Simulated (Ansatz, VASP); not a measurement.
One calculation of Ir, two programs

Contents of INCAR:

```
ALGO = Normal
EDIFF = 1E-6
ENCUT = 520
GGA = PE
ISIF = 2
ISMEAR = -1
LASPH = T
LCHARG = T
LELF = T
LREAL = F
LVHAR = T
LWAVE = F
NBANDS = 10
NELM = 80
PREC = Accurate
SIGMA = 0.1
```

Contents of KPOINTS:

```
k-points
0
Gamma
  7 7 7
```

Contents of POSCAR:

```
Ir
1.0
    0.0000000000      1.9360622002      1.9360622002
    1.9360622002      0.0000000000      1.9360622002
    1.9360622002      1.9360622002      0.0000000000
Ir
1
Direct
    0.0000000000      0.0000000000      0.0000000000
```

Input for Ansatz:

```yaml
crystal:
  lattice:
    - [0.0, 1.9360622002, 1.9360622002]
    - [1.9360622002, 0.0, 1.9360622002]
    - [1.9360622002, 1.9360622002, 0.0]
  atoms:
    - { symbol: Ir, position: [0.0, 0.0, 0.0] }
hamiltonian:
  xc: pbe
  pseudopotentials:
    kind: paw
    azcp:
      Ir: "pseudopotentials/Ir.paw.azcp"
basis:
  ecutwfc: 420
  fft_grid_basis: typed
kpoints:
  mp_grid: { grid: [7, 7, 7], shift: [0, 0, 0] }
magnetization:
  spin_polarized: false
scf:
  occupations: { method: fermi_dirac, width: 0.1 }
  lower_state_search: "off"
output:
  stress: true
```

Alike in both runs: task single point; functional PBE; k mesh 7 × 7 × 7; occupations fermi-dirac, width 0.1 eV; no spin polarisation.

|  | VASP | Ansatz |
| --- | --- | --- |
| version | VASP 6.6.1 | Ansatz 0.2.0 |
| potentials or method | VASP PAW PBE potentials, release 64 (Ir), cutoff 520 eV | plane waves (420 eV) with PAW, scalar-relativistic |
| valence electrons in the cell | 9 | 17 |

VASP gave:

| Item | Value |
| --- | --- |
| pressure (GPa) | -0.9 |

Question: Which values does Ansatz return?

Answer: Pressure (GPa): -1.4.

The functional is the same, so the differences come from potentials, cutoffs and numerics. VASP's potentials hold 9 valence electrons a cell and Ansatz's 17, so a difference there can come from the potentials and not from the codes.

The k mesh is coarse, so the values compare programs but aren't converged. Neither program's run includes spin-orbit coupling.
